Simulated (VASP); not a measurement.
# MgO (P6_3mc) in VASP: notebook

MgO is run at these levels: PBE; tasks: single point.

Program: VASP 6.6.1. These are calculated values, not measurements. Logs are shortened: lines on timing, memory, paths and dates and some standing lists are left out, and cuts for length are marked.

### Step 1. The cell of the first run

The structure is hexagonal, space group P6_3mc (No. 186). The conventional cell has a = 3.445 Å, b = 3.445 Å, c = 11.075 Å, α = 90.00°, β = 90.00°, γ = 120.00°. Within 2.8 Å of Mg (site symmetry 3m) lie 4 O at 2.10 Å. Within 2.8 Å of Mg (site symmetry 3m) lie 4 O at 2.09 to 2.12 Å. O (site symmetry 3m) has 4 Mg at 2.09 to 2.10 Å within 2.8 Å. O (site symmetry 3m) has 4 Mg at 2.10 to 2.12 Å within 2.8 Å.

### Step 2. Single point, PBE

Contents of INCAR:

```
SYSTEM = MgO
PREC = Accurate
ENCUT = 520
EDIFF = 1E-6
ISMEAR = 0
SIGMA = 0.05
LREAL = .False.
LASPH = .True.
NELM = 80
ALGO = Normal
ISIF = 2
LWAVE = .False.
LCHARG = .False.
GGA = PE
NBANDS = 26
```

Contents of KPOINTS:

```
Automatic mesh
0
Gamma
  9 9 2
  0 0 0
```

Contents of POSCAR:

```
MgO
1.0
    3.4446000000      0.0000000000      0.0000000000
   -1.7223000000      2.9831111059      0.0000000000
    0.0000000000      0.0000000000     11.0746000000
Mg O
4 4
Direct
    0.3333333333      0.6666666667      0.9694906392
    0.0000000000      0.0000000000      0.2208211786
    0.0000000000      0.0000000000      0.7208211786
    0.6666666667      0.3333333333      0.4694906392
    0.3333333333      0.6666666667      0.7800420079
    0.0000000000      0.0000000000      0.5296443544
    0.0000000000      0.0000000000      0.0296443544
    0.6666666667      0.3333333333      0.2800420079
```

Potentials or basis: VASP PAW PBE potentials, release 64 (Mg, O).

Started as:

```console
> cat potpaw_PBE.64/Mg/POTCAR potpaw_PBE.64/O/POTCAR > POTCAR
> mpirun -np 1 vasp_std > vasp.out
```

OUTCAR:

```text
SYSTEM = MgO
   PREC = Accurate
   ENCUT = 520
   EDIFF = 1E-6
   ISMEAR = 0
   LREAL = .False.
   LASPH = .True.
   NELM = 80
   ISIF = 2
   GGA = PE

 ion  position               nearest neighbor table
   1  0.333  0.667  0.969-   7 2.10   7 2.10   7 2.10   5 2.10   3 3.40   3 3.40   3 3.40   2 3.42
                             2 3.42   2 3.42
   2  0.000  0.000  0.221-   8 2.09   8 2.09   8 2.09   7 2.12   4 3.40   4 3.40   4 3.40   1 3.42
                             1 3.42   1 3.42
   3  0.000  0.000  0.721-   5 2.09   5 2.09   5 2.09   6 2.12   1 3.40   1 3.40   1 3.40   4 3.42
                             4 3.42   4 3.42
   4  0.667  0.333  0.469-   6 2.10   6 2.10   6 2.10   8 2.10   2 3.40   2 3.40   2 3.40   3 3.42
                             3 3.42   3 3.42
   5  0.333  0.667  0.780-   3 2.09   3 2.09   3 2.09   1 2.10
   6  0.000  0.000  0.530-   4 2.10   4 2.10   4 2.10   3 2.12
   7  0.000  0.000  0.030-   1 2.10   1 2.10   1 2.10   2 2.12
   8  0.667  0.333  0.280-   2 2.09   2 2.09   2 2.09   4 2.10

  LATTYP: Found a hexagonal cell.
 ALAT       =     3.4446000000
 C/A-ratio  =     3.2150612553

  Lattice vectors:

 A1 = (   3.4446000000,   0.0000000000,   0.0000000000)
 A2 = (  -1.7223000000,   2.9831111059,   0.0000000000)
 A3 = (   0.0000000000,   0.0000000000,  11.0746000000)

Analysis of symmetry for initial positions (statically):
=====================================================================
 Subroutine PRICEL returns:
 Original cell was already a primitive cell.

 Routine SETGRP: Setting up the symmetry group for a
 hexagonal supercell.

 Subroutine GETGRP returns: Found 12 space group operations
 (whereof  6 operations were pure point group operations)
 out of a pool of 24 trial point group operations.

The static configuration has the point symmetry C_3v.
 The point group associated with its full space group is C_6v.

Analysis of symmetry for dynamics (positions and initial velocities):
=====================================================================
 Subroutine PRICEL returns:
 Original cell was already a primitive cell.

 Routine SETGRP: Setting up the symmetry group for a
 hexagonal supercell.

 Subroutine GETGRP returns: Found 12 space group operations
 (whereof  6 operations were pure point group operations)
 out of a pool of 24 trial point group operations.

The dynamic configuration has the point symmetry C_3v.
 The point group associated with its full space group is C_6v.

 Subroutine INISYM returns: Found 12 space group operations
 (whereof  6 operations are pure point group operations),
 and found     1 'primitive' translations

----------------------------------------------------------------------------------------

                                     Primitive cell

  volume of cell :     113.7984

  direct lattice vectors                    reciprocal lattice vectors
     3.444600000  0.000000000  0.000000000     0.290309470  0.167610251  0.000000000
    -1.722300000  2.983111106  0.000000000     0.000000000  0.335220501  0.000000000
     0.000000000  0.000000000 11.074600000     0.000000000  0.000000000  0.090296715

  length of vectors
     3.444600000  3.444600000 11.074600000     0.335220501  0.335220501  0.090296715

  position of ions in fractional coordinates (direct lattice)
     0.333333333  0.666666667  0.969490639
     0.000000000  0.000000000  0.220821179
     0.000000000  0.000000000  0.720821179
     0.666666667  0.333333333  0.469490639
     0.333333333  0.666666667  0.780042008
     0.000000000  0.000000000  0.529644354
     0.000000000  0.000000000  0.029644354
     0.666666667  0.333333333  0.280042008

  ion indices of the primitive-cell ions
   primitive index   ion index
                 1           1
                 2           2
                 3           3
                 4           4
                 5           5
                 6           6
                 7           7
                 8           8

----------------------------------------------------------------------------------------

 KPOINTS: Automatic mesh

Automatic generation of k-mesh.
 Grid dimensions read from file:
 generate k-points for:    9    9    2

 Generating k-lattice:

  Cartesian coordinates                     Fractional coordinates (reciprocal lattice)
     0.032256608  0.018623361  0.000000000     0.111111111  0.000000000  0.000000000
     0.000000000  0.037246722  0.000000000     0.000000000  0.111111111  0.000000000
     0.000000000  0.000000000  0.045148358     0.000000000  0.000000000  0.500000000

  Length of vectors
     0.037246722  0.037246722  0.045148358

  Shift w.r.t. Gamma in fractional coordinates (k-lattice)
     0.000000000  0.000000000  0.000000000

 Subroutine IBZKPT returns following result:
 ===========================================

 Found     24 irreducible k-points:

 Following reciprocal coordinates:
            Coordinates               Weight
  0.000000  0.000000  0.000000      1.000000
  0.111111  0.000000  0.000000      6.000000
  0.222222 -0.000000  0.000000      6.000000
  0.333333 -0.000000  0.000000      6.000000
  0.444444 -0.000000  0.000000      6.000000
  0.111111  0.111111  0.000000      6.000000
[... 16 lines left out ...]
  0.333333  0.222222  0.500000     12.000000
  0.333333  0.333333  0.500000      2.000000
   k-points           NKPTS =     24   k-points in BZ     NKDIM =     24   number of bands    NBANDS=     26
   number of dos      NEDOS =    301   number of ions     NIONS =      8
   total plane-waves  NPLWV =  65856
   dimension x,y,z NGX =    28 NGY =   28 NGZ =   84
   dimension x,y,z NGXF=    56 NGYF=   56 NGZF=  168
   ions per type =               4   4
   NGX,Y,Z   is equivalent  to a cutoff of  13.51, 13.51, 12.61 a.u.
   NGXF,Y,Z  is equivalent  to a cutoff of  27.03, 27.03, 25.22 a.u.
 SYSTEM =  MgO
   PREC   = accura    normal or accurate (medium, high low for compatibility)
   ISTART =      0    job   : 0-new  1-cont  2-samecut
   ICHARG =      2    charge: 1-file 2-atom 10-const
   ISPIN  =      1    spin polarized calculation?
   LNONCOLLINEAR =      F non collinear calculations
   LSORBIT =      F    spin-orbit coupling
   LASPH  =      T    aspherical Exc in radial PAW
   ENCUT  =  520.0 eV  38.22 Ry    6.18 a.u.   6.40  6.40 20.59*2*pi/ulx,y,z
   NELM   =     80;   NELMIN=  2; NELMDL= -5     # of ELM steps
   EDIFF  = 0.1E-05   stopping-criterion for ELM
   LREAL  =      F    real-space projection
   EDIFFG = 0.1E-04   stopping-criterion for IOM
   NSW    =      0    number of steps for IOM
   IBRION =     -1    ionic relax: 0-MD 1-quasi-New 2-CG
   NFREE  =      0    steps in history (QN), initial steepest desc. (CG)
   ISIF   =      2    stress and relaxation
   ISYM   =      2    0-nonsym 1-usesym 2-fastsym
   POTIM  = 0.5000    time-step for ionic-motion
   TEBEG  =    0.0;   TEEND  =   0.0 temperature during run
   PSTRESS=    0.0 pullay stress
   NELECT =      32.0000    total number of electrons
   NUPDOWN=      -1.0000    fix difference up-down
   EMIN   =  10.00;   EMAX   =-10.00  energy-range for DOS
   EFERMI =   0.00;   METHOD = LEGACY
   ISMEAR =     0;   SIGMA  =   0.05  broadening in eV -4-tet -1-fermi 0-gaus
   EFERMI_NEDOS =   21; number of points for ismear=-14 and -15
   IALGO  =     38    algorithm
   IMIX   =      4    mixing-type and parameters
     AMIX     =   0.40;   BMIX     =  1.00
     AMIX_MAG =   1.60;   BMIX_MAG =  1.00
  volume/ion in A,a.u.               =      14.22        95.99
  Fermi-wavevector in a.u.,A,eV,Ry     =   1.072538  2.026803 15.651299  1.150338
  Thomas-Fermi vector in A             =   2.208311
   LORBIT       =      0    0 simple, 1 ext, 2 COOP (PROOUT), +10 PAW based schemes
   GGA     = PE    functional components
   LHFCALC =     F    Hartree Fock is set to
   AEXX    =    0.0000 exact exchange contribution
   IVDW    =     0    specifies the selected vdW correction
   LEPSILON=     F    determine dielectric tensor
   LRPA    =     F    only Hartree local field effects (RPA)
 non-spin polarized calculation
 Gauss-broadening in eV      SIGMA  =   0.05
  energy-cutoff  :      520.00
  volume of cell :      113.80
 maximum number of plane-waves:      3097
 NGX is ok and might be reduce to    28
   NGX = 13   NGY = 13   NGZ = 41

 number of electron      31.9999995 magnetization

 Free energy of the ion-electron system (eV)
  ---------------------------------------------------
  ext. energy  EPLUGINS =         0.00000000
  ---------------------------------------------------
  free energy    TOTEN  =       -46.18393872 eV

  energy without entropy =      -46.18393872  energy(sigma->0) =      -46.18393872

 E-fermi :   0.2602     XC(G=0):  -8.9723

 val. band max:        0.0107836256   @ k =   0.0000   0.0000   0.0000
 cond. band min:       2.7006411164   @ k =   0.0000   0.0000   0.0000
 fundamental gap:      2.6898574908
 Fermi energy:         0.2601858923

 k-point     1 :       0.0000    0.0000    0.0000
  band No.  band energies     occupation
      1     -15.4978      2.00000
      2     -15.2780      2.00000
      3     -15.2656      2.00000
      4     -15.0323      2.00000
      5      -2.6237      2.00000
      6      -1.6562      2.00000
[... 18 lines left out ...]
     25      13.2270      0.00000
     26      13.8399      0.00000

 k-point     2 :       0.1111    0.0000    0.0000
  band No.  band energies     occupation
      1     -15.4542      2.00000
      2     -15.2455      2.00000
      3     -15.2336      2.00000
      4     -15.0133      2.00000
      5      -2.5138      2.00000
      6      -1.6926      2.00000
[... 18 lines left out ...]
     25      12.9116      0.00000
[... 608 lines left out ...]
     25      11.1799      0.00000
     26      11.1799      0.00000

 k-point    24 :       0.3333    0.3333    0.5000
  band No.  band energies     occupation
      1     -14.9529      2.00000
      2     -14.9529      2.00000
      3     -14.9483      2.00000
      4     -14.9483      2.00000
      5      -1.9904      2.00000
      6      -1.9904      2.00000
[... 18 lines left out ...]
     25      11.0826      0.00000
     26      11.1009      0.00000

------------------------ aborting loop because EDIFF is reached ----------------------------------------

  FORCE on cell =-STRESS in cart. coord.  units (eV):
  Direction    XX          YY          ZZ          XY          YZ          ZX
  --------------------------------------------------------------------------------------
  -------------------------------------------------------------------------------------
  Total       -9.2976314     -9.2976314     -9.1943225      0.0000000      0.0000000     -0.0000000
  in kB     -130.9021055   -130.9021055   -129.4476109      0.0000000      0.0000000     -0.0000000
  external PRESSURE =    -130.4172740 kB  Pullay stress =       0.0000000 kB

 VOLUME and BASIS-vectors are now :
 -----------------------------------------------------------------------------
  energy-cutoff  :      520.00
  volume of cell :      113.80
      direct lattice vectors                 reciprocal lattice vectors
     3.444600000  0.000000000  0.000000000     0.290309470  0.167610251  0.000000000
    -1.722300000  2.983111106  0.000000000     0.000000000  0.335220501  0.000000000
     0.000000000  0.000000000 11.074600000     0.000000000  0.000000000  0.090296715

 POSITION                                       TOTAL-FORCE (eV/Angst)
 -----------------------------------------------------------------------------------
     -0.00000      1.98874     10.73672         0.000000     -0.000000     -0.052066
      0.00000      0.00000      2.44551        -0.000000      0.000000     -0.019688
      0.00000      0.00000      7.98281         0.000000     -0.000000     -0.019688
      1.72230      0.99437      5.19942        -0.000000     -0.000000     -0.052066
     -0.00000      1.98874      8.63865         0.000000     -0.000000      0.059033
      0.00000      0.00000      5.86560        -0.000000      0.000000      0.012721
      0.00000      0.00000      0.32830        -0.000000     -0.000000      0.012721
      1.72230      0.99437      3.10135        -0.000000     -0.000000      0.059033
 -----------------------------------------------------------------------------------
    total drift:                               -0.000000     -0.000000      0.000615

  FREE ENERGIE OF THE ION-ELECTRON SYSTEM (eV)
  ---------------------------------------------------
  free  energy   TOTEN  =       -46.1839387227 eV

  energy  without entropy=      -46.1839387227  energy(sigma->0) =      -46.18393872
```

Run time: 55 s. Hardware: 1 thread of Intel Xeon 6975P-C (Granite Rapids), shared host; peak memory 0.25 GiB.

Results:

```yaml
Free_energy: -46.1839 eV
Pressure: -13.0 GPa
Largest_force: 0.059 eV/Å
Band_gap_on_the_k_mesh: 2.69 eV, direct
```

Forces on the atoms (eV/Å):
```
Mg   0.000  0.000 -0.052
Mg   0.000  0.000 -0.020
Mg   0.000  0.000 -0.020
Mg   0.000  0.000 -0.052
O    0.000  0.000  0.059
O    0.000  0.000  0.013
O    0.000  0.000  0.013
O    0.000  0.000  0.059
```

Stress tensor (GPa, compression positive):
```
-13.09   0.00   0.00
  0.00 -13.09   0.00
  0.00   0.00 -12.94
```

[end of part 1 of 3]
